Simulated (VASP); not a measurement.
# Sn2Te3Se (P6/mmm) in VASP: further runs

The runs below take Sn2Te3Se through relaxation of cell and atoms, with PBE.

Program: VASP 6.6.1. These are calculated values, not measurements. Logs are shortened: lines on timing, memory, paths and dates and some standing lists are left out, and cuts for length are marked.

**1. The cell of the first run**

It takes space group P6/mmm (No. 191, hexagonal). Conventional cell: a = 5.188 Å, b = 5.188 Å, c = 8.128 Å, α = 90.00°, β = 90.00°, γ = 120.00°. Within 3.9 Å of Sn (site symmetry -6m2) lie 3 Te at 3.00 Å and 3 Sn at 3.00 Å. Te (site symmetry -6m2) has 3 Se at 3.00 Å and 3 Te at 3.00 Å within 3.9 Å. Te (site symmetry 6/mmm) has 6 Sn at 3.00 Å within 3.9 Å. Se (site symmetry 6/mmm) has 6 Te at 3.00 Å within 3.9 Å.

The cell was generated, and may not be a known phase.

**2. Relaxation of cell and atoms, PBE**

Input file INCAR:

```
PREC = Accurate ; ENCUT = 600
EDIFF = 1E-6 ; ISMEAR = 0
SIGMA = 0.1 ; LREAL = F
LASPH = T ; NELM = 60
ALGO = Normal ; ISIF = 3
LWAVE = F ; LCHARG = F
GGA = PE ; IBRION = 2
NSW = 90 ; EDIFFG = -0.04
```

Input file KPOINTS:

```
regular mesh
0
Gamma
  6 6 2
```

Input file POSCAR:

```
Sn2Te3Se
1.0
    5.1882046900      0.0000000000      0.0000000000
   -2.5941023400      4.4931170600      0.0000000000
    0.0000000000      0.0000000000      8.1275728000
Sn Te Se
2 3 1
Direct
    0.3333333300      0.6666666700      0.5000000000
    0.6666666700      0.3333333300      0.5000000000
    0.3333333300      0.6666666700      0.0000000000
    0.6666666700      0.3333333300      0.0000000000
    0.0000000000      0.0000000000      0.5000000000
    0.0000000000      0.0000000000      0.0000000000
```

Potentials or basis: VASP PAW PBE potentials, release 64 (Sn_d, Te, Se).

On the command line:

```console
$ cat potpaw_PBE.64/Sn_d/POTCAR potpaw_PBE.64/Te/POTCAR potpaw_PBE.64/Se/POTCAR > POTCAR
$ mpirun -np 1 vasp_std > vasp.out
```

OUTCAR:

```text
PREC = Accurate
   ENCUT = 600
   EDIFF = 1E-6
   ISMEAR = 0
   LREAL = F
   LASPH = T
   NELM = 60
   ISIF = 3
   GGA = PE
   IBRION = 2
   NSW = 90
   EDIFFG = -0.04

 ion  position               nearest neighbor table
   1  0.333  0.667  0.500-   5 3.00   2 3.00   2 3.00   5 3.00   5 3.00   2 3.00
   2  0.667  0.333  0.500-   5 3.00   1 3.00   1 3.00   5 3.00   5 3.00   1 3.00
   3  0.333  0.667  0.000-   6 3.00   4 3.00   4 3.00   6 3.00   6 3.00   4 3.00
   4  0.667  0.333  0.000-   6 3.00   3 3.00   3 3.00   6 3.00   6 3.00   3 3.00
   5  0.000  0.000  0.500-   1 3.00   2 3.00   1 3.00   2 3.00   2 3.00   1 3.00
   6  0.000  0.000  0.000-   3 3.00   4 3.00   3 3.00   4 3.00   4 3.00   3 3.00

  LATTYP: Found a hexagonal cell.
 ALAT       =     5.1882046900
 C/A-ratio  =     1.5665482157

  Lattice vectors:

 A1 = (   5.1882046900,   0.0000000000,   0.0000000000)
 A2 = (  -2.5941023400,   4.4931170600,   0.0000000000)
 A3 = (   0.0000000000,   0.0000000000,   8.1275728000)

Analysis of symmetry for initial positions (statically):
=====================================================================
 Subroutine PRICEL returns:
 Original cell was already a primitive cell.

 Routine SETGRP: Setting up the symmetry group for a
 hexagonal supercell.

 Subroutine GETGRP returns: Found 24 space group operations
 (whereof 24 operations were pure point group operations)
 out of a pool of 24 trial point group operations.

The static configuration has the point symmetry D_6h.

Analysis of symmetry for dynamics (positions and initial velocities):
=====================================================================
 Subroutine PRICEL returns:
 Original cell was already a primitive cell.

 Routine SETGRP: Setting up the symmetry group for a
 hexagonal supercell.

 Subroutine GETGRP returns: Found 24 space group operations
 (whereof 24 operations were pure point group operations)
 out of a pool of 24 trial point group operations.

The dynamic configuration has the point symmetry D_6h.

 Subroutine INISYM returns: Found 24 space group operations
 (whereof 24 operations are pure point group operations),
 and found     1 'primitive' translations

----------------------------------------------------------------------------------------

                                     Primitive cell

  volume of cell :     189.4636

  direct lattice vectors                    reciprocal lattice vectors
     5.188204690  0.000000000  0.000000000     0.192744901  0.111281320  0.000000000
[... 77 lines left out ...]
   ISPIN  =      1    spin polarized calculation?
   LNONCOLLINEAR =      F non collinear calculations
   LSORBIT =      F    spin-orbit coupling
   LASPH  =      T    aspherical Exc in radial PAW
   ENCUT  =  600.0 eV  44.10 Ry    6.64 a.u.  10.36 10.36 16.23*2*pi/ulx,y,z
   NELM   =     60;   NELMIN=  2; NELMDL= -5     # of ELM steps
   EDIFF  = 0.1E-05   stopping-criterion for ELM
   LREAL  =      F    real-space projection
   EDIFFG = -.4E-01   stopping-criterion for IOM
   NSW    =     90    number of steps for IOM
   IBRION =      2    ionic relax: 0-MD 1-quasi-New 2-CG
   NFREE  =      1    steps in history (QN), initial steepest desc. (CG)
   ISIF   =      3    stress and relaxation
   ISYM   =      2    0-nonsym 1-usesym 2-fastsym
   POTIM  = 0.5000    time-step for ionic-motion
   TEBEG  =    0.0;   TEEND  =   0.0 temperature during run
   PSTRESS=    0.0 pullay stress
   NELECT =      52.0000    total number of electrons
   NUPDOWN=      -1.0000    fix difference up-down
   EMIN   =  10.00;   EMAX   =-10.00  energy-range for DOS
   EFERMI =   0.00;   METHOD = LEGACY
   ISMEAR =     0;   SIGMA  =   0.10  broadening in eV -4-tet -1-fermi 0-gaus
   EFERMI_NEDOS =   21; number of points for ismear=-14 and -15
   IALGO  =     38    algorithm
   IMIX   =      4    mixing-type and parameters
     AMIX     =   0.40;   BMIX     =  1.00
     AMIX_MAG =   1.60;   BMIX_MAG =  1.00
  volume/ion in A,a.u.               =      31.58       213.09
  Fermi-wavevector in a.u.,A,eV,Ry     =   1.063900  2.010479 15.400199  1.131883
  Thomas-Fermi vector in A             =   2.199400
   LORBIT       =      0    0 simple, 1 ext, 2 COOP (PROOUT), +10 PAW based schemes
   GGA     = PE    functional components
   LHFCALC =     F    Hartree Fock is set to
   AEXX    =    0.0000 exact exchange contribution
   IVDW    =     0    specifies the selected vdW correction
   LEPSILON=     F    determine dielectric tensor
   LRPA    =     F    only Hartree local field effects (RPA)
 conjugate gradient relaxation of ions
 non-spin polarized calculation
 Gauss-broadening in eV      SIGMA  =   0.10
  energy-cutoff  :      600.00
  volume of cell :      189.46
 maximum number of plane-waves:      6368
 NGX is ok and might be reduce to    42
   NGX = 21   NGY = 21   NGZ = 33

--------------------------------------- Ionic step        1  -------------------------------------------

 number of electron      51.9999995 magnetization

 Free energy of the ion-electron system (eV)
  ---------------------------------------------------
  ext. energy  EPLUGINS =         0.00000000
  ---------------------------------------------------
  free energy    TOTEN  =       -18.36712821 eV

  energy without entropy =      -18.35336593  energy(sigma->0) =      -18.36024707

------------------------ aborting loop because EDIFF is reached ----------------------------------------

  FORCE on cell =-STRESS in cart. coord.  units (eV):
  Direction    XX          YY          ZZ          XY          YZ          ZX
  --------------------------------------------------------------------------------------
  -------------------------------------------------------------------------------------
  Total       11.8125156     11.8125156     -4.3989695      0.0000000      0.0000000      0.0000000
  in kB       99.8912102     99.8912102    -37.1993908      0.0000001      0.0000000      0.0000000
  external PRESSURE =      54.1943432 kB  Pullay stress =       0.0000000 kB
[... 1070 lines left out ...]
     30       8.5194      0.00000
     31       9.4615      0.00000

[... ionic steps 4 to 18 ...]

--------------------------------------- Ionic step       19  -------------------------------------------

 number of electron      51.9999993 magnetization

------------------------ aborting loop because EDIFF is reached ----------------------------------------
[... 75 lines left out ...]
--------------------------------------- Ionic step       21  -------------------------------------------

 number of electron      51.9999990 magnetization

 Free energy of the ion-electron system (eV)
  ---------------------------------------------------
  ext. energy  EPLUGINS =         0.00000000
  ---------------------------------------------------
  free energy    TOTEN  =       -19.61077499 eV

  energy without entropy =      -19.58423071  energy(sigma->0) =      -19.59750285

 E-fermi :   6.5819     XC(G=0):  -9.6760

 val. band max:        6.5756770781   @ k =   0.3333   0.1667   0.5000
 cond. band min:       6.5865674688   @ k =   0.3333   0.1667   0.5000
 fundamental gap:      0.0108903907
 Fermi energy:         6.5819148435
[... 507 lines left out ...]
  FREE ENERGIE OF THE ION-ELECTRON SYSTEM (eV)
  ---------------------------------------------------
  free  energy   TOTEN  =       -19.6107749927 eV

  energy  without entropy=      -19.5842307077  energy(sigma->0) =      -19.59750285

 reached required accuracy - stopping structural energy minimisation
```

OSZICAR:

```text
N       E                     dE             d eps       ncg     rms          rms(c)
DAV:   1     0.475234275877E+03    0.47523E+03   -0.25125E+04   882   0.200E+03
DAV:   2     0.516364633868E+02   -0.42360E+03   -0.41460E+03   868   0.497E+02
DAV:   3    -0.147244291003E+02   -0.66361E+02   -0.63917E+02  1045   0.166E+02
DAV:   4    -0.184986620188E+02   -0.37742E+01   -0.37185E+01  1030   0.402E+01
[... 226 lines left out ...]
DAV:   3    -0.196107020114E+02    0.35388E-02   -0.79828E-03  1124   0.637E-01    0.554E-02
DAV:   4    -0.196107814893E+02   -0.79478E-04   -0.12150E-03   910   0.226E-01    0.583E-02
DAV:   5    -0.196107775776E+02    0.39117E-05   -0.45440E-05  1065   0.391E-02    0.355E-02
DAV:   6    -0.196107746950E+02    0.28826E-05   -0.18866E-05   964   0.421E-02    0.772E-03
DAV:   7    -0.196107749927E+02   -0.29770E-06   -0.14802E-06   486   0.799E-03
  21 F= -.19610775E+02 E0= -.19597503E+02  d E =-.213954E-02
```

CONTCAR:

```text
Sn2Te3Se
   1.00000000000000
     5.6247712364000195    0.0000000004954331    0.0000000000000000
    -2.8123856123502224    4.8711947789746688    0.0000000000000000
    -0.0000000000000000   -0.0000000000000000    6.4615098168299676
  Sn              Te              Se
     2     3     1
Direct
     0.3333333300000021    0.6666666699999979    0.5000000000000000
     0.6666666699999979    0.3333333300000021    0.5000000000000000
     0.3333333300000021    0.6666666699999979    0.0000000000000000
     0.6666666699999979    0.3333333300000021    0.0000000000000000
     0.0000000000000000    0.0000000000000000    0.5000000000000000
     0.0000000000000000    0.0000000000000000    0.0000000000000000

  0.00000000E+00  0.00000000E+00  0.00000000E+00
  0.00000000E+00  0.00000000E+00  0.00000000E+00
  0.00000000E+00  0.00000000E+00  0.00000000E+00
  0.00000000E+00  0.00000000E+00  0.00000000E+00
  0.00000000E+00  0.00000000E+00  0.00000000E+00
  0.00000000E+00  0.00000000E+00  0.00000000E+00
```

Wall time 16 min (1 thread of AMD EPYC 9R45 (Zen 5), shared host); peak memory 0.41 GiB.

What came out:

```yaml
Free_energy: -19.6108 eV
Relaxed_volume: 29.51 Å³/atom
Relaxed_cell: a = 5.625 Å, b = 5.625 Å, c = 6.462 Å, α = 90.00°, β = 90.00°, γ = 120.00°
Space_group_after_relaxing_to_0.1_Å: P6/mmm (No. 191)
Energy_gained_by_relaxing: 207.3 meV/atom
Ionic_steps: 21
Pressure_after_relaxing: 0.0 GPa
Band_gap_on_the_k_mesh: zero (bands 26 and 27 overlap by 2.25 eV)
```

Stress tensor (GPa, compression positive):
```
-0.07  0.00  0.00
 0.00 -0.07  0.00
 0.00  0.00  0.17
```

Step by step:
```tsv
step	energy change (eV)	largest force (eV/Å)	pressure (GPa)	volume (Å³)
1	0.0000	0.0000	5.42	189.46
2	-0.3685	0.0000	-4.07	219.13
3	-0.5976	0.0000	-1.49	206.03
4	-0.5977	0.0000	-1.40	205.69
5	-0.7055	0.0000	-1.15	199.21
6	-0.8747	0.0000	-0.03	185.74
7	-0.9165	0.0000	6.19	158.98
8	-0.9380	0.0000	0.79	179.69
9	-1.0786	0.0000	2.76	169.31
10	-1.0619	0.0000	4.21	164.14
11	-1.0855	0.0000	3.18	167.66
12	-1.1193	0.0000	3.28	166.80
13	-1.1254	0.0000	3.40	166.25
14	-1.1606	0.0000	2.80	168.03
15	-1.2278	0.0000	1.09	173.44
16	-1.2003	0.0000	-1.76	184.59
17	-1.2414	0.0000	-0.11	177.63
18	-1.2415	0.0000	-0.03	177.36
19	-1.2423	0.0000	-0.01	177.32
20	-1.2435	0.0000	-0.02	177.23
21	-1.2436	0.0000	0.01	177.04
```

Final structure:
```yaml
crystal:
  lattice:
    - [5.62477, 0.00000, 0.00000]
    - [-2.81239, 4.87119, 0.00000]
    - [0.00000, 0.00000, 6.46151]
  atoms:
    - { symbol: Sn, position: [0.33333, 0.66667, 0.50000] }
    - { symbol: Sn, position: [0.66667, 0.33333, 0.50000] }
    - { symbol: Te, position: [0.33333, 0.66667, 0.00000] }
    - { symbol: Te, position: [0.66667, 0.33333, 0.00000] }
    - { symbol: Te, position: [0.00000, 0.00000, 0.50000] }
    - { symbol: Se, position: [0.00000, 0.00000, 0.00000] }
```

Caveat: the k points lie up to 0.49 Å⁻¹ apart in the final cell, too coarse for converged energies and pressures of a metal; a cell axis changed by over 15 % at a fixed basis, so the end point is rough; spin-orbit coupling is left out, which moves the levels of the heavy elements.

**3. Relaxation of cell and atoms, PBE**

This run uses another cell than the first one, of 29.64 Å³/atom.

Input file INCAR:

```
PREC = Accurate ; ENCUT = 600
EDIFF = 1E-7 ; ISMEAR = 0
SIGMA = 0.1 ; LREAL = F
LASPH = T ; NELM = 80
ALGO = Normal ; ISIF = 3
LWAVE = F ; LCHARG = F
GGA = PE ; IBRION = 2
NSW = 90 ; EDIFFG = -0.04
```

Input file KPOINTS:

```
regular mesh
0
Gamma
  6 6 4
```

Input file POSCAR:

```
Sn2Te3Se
1.0
    5.6220403785      0.0000000000      0.0000000000
   -2.8110201893      4.8688297889      0.0000000000
    0.0000000000      0.0000000000      6.4978153106
Sn Te Se
2 3 1
Direct
    0.3333333333      0.6666666667      0.5000000000
    0.6666666667      0.3333333333      0.5000000000
    0.3333333333      0.6666666667      0.0000000000
    0.6666666667      0.3333333333      0.0000000000
    0.0000000000      0.0000000000      0.5000000000
    0.0000000000      0.0000000000      0.0000000000
```

Potentials or basis: VASP PAW PBE potentials, release 64 (Sn_d, Te, Se).

On the command line:

```console
$ cat potpaw_PBE.64/Sn_d/POTCAR potpaw_PBE.64/Te/POTCAR potpaw_PBE.64/Se/POTCAR > POTCAR
$ mpirun -np 1 vasp_std > vasp.out
```

It took 14 min on 1 thread of AMD EPYC 9R45 (Zen 5), shared host; peak memory 0.43 GiB.

Results (log left out):

```
Free energy                           : -19.9177 eV
Relaxed volume                        : 29.19 Å³/atom
Relaxed cell                          : a = 5.813 Å, b = 5.813 Å, c = 5.985 Å, α = 90.00°, β = 90.00°, γ = 120.00°
Space group after relaxing (to 0.1 Å) : P6/mmm (No. 191)
Energy gained by relaxing             : 29.7 meV/atom
Ionic steps                           : 11
Pressure after relaxing               : 0.2 GPa
Band gap on the k mesh                : zero (bands 26 and 27 overlap by 1.66 eV)
```

The path:
```
step  energy change (eV)  largest force (eV/Å)  pressure (GPa)  volume (Å³)
   1              0.0000                0.0000           -0.24       177.86
   2             -0.0236                0.0000           -0.01       176.71
   3             -0.1055                0.0000            0.98       173.11
   4              0.0839                0.0000            4.08       165.14
   5             -0.1424                0.0000            1.38       171.43
   6             -0.1475                0.0000            1.62       170.40
   7             -0.1570                0.0000            1.41       170.91
   8             -0.1612                0.0000            1.15       171.69
   9             -0.1615                0.0000            1.19       171.54
  10             -0.1681                0.0000            0.93       172.43
  11             -0.1782                0.0000            0.21       175.12
```

Final structure:
```
Sn Te Se
1.0
     5.81253    0.00000    0.00000
    -2.90627    5.03380    0.00000
     0.00000    0.00000    5.98511
Sn Te Se
2 3 1
Direct
  0.33333 0.66667 0.50000
  0.66667 0.33333 0.50000
  0.33333 0.66667 0.00000
  0.66667 0.33333 0.00000
  0.00000 0.00000 0.50000
  0.00000 0.00000 0.00000
```

Levels at points of the mesh, in eV from the Fermi level:
| k point | band 24 | band 25 | band 26 | band 27 | band 28 | band 29 |
| --- | --- | --- | --- | --- | --- | --- |
| (0.00, 0.00, 0.00) | -2.22 | -2.22 | -1.00 | -1.00 | 1.98 | 1.98 |
| (0.50, 0.00, 0.00) | -0.65 | -0.33 | 0.05 | 0.14 | 1.07 | 1.85 |
| (0.00, 0.00, 0.50) | -2.12 | -1.95 | -1.95 | -0.33 | 0.92 | 0.94 |
| (0.50, 0.00, 0.50) | -0.34 | -0.34 | -0.03 | 0.32 | 0.35 | 0.50 |

Caveat: spin-orbit coupling is left out, which moves the levels of the heavy elements.

The gap in the log of VASP goes by the Fermi energy; the results here count the filled bands.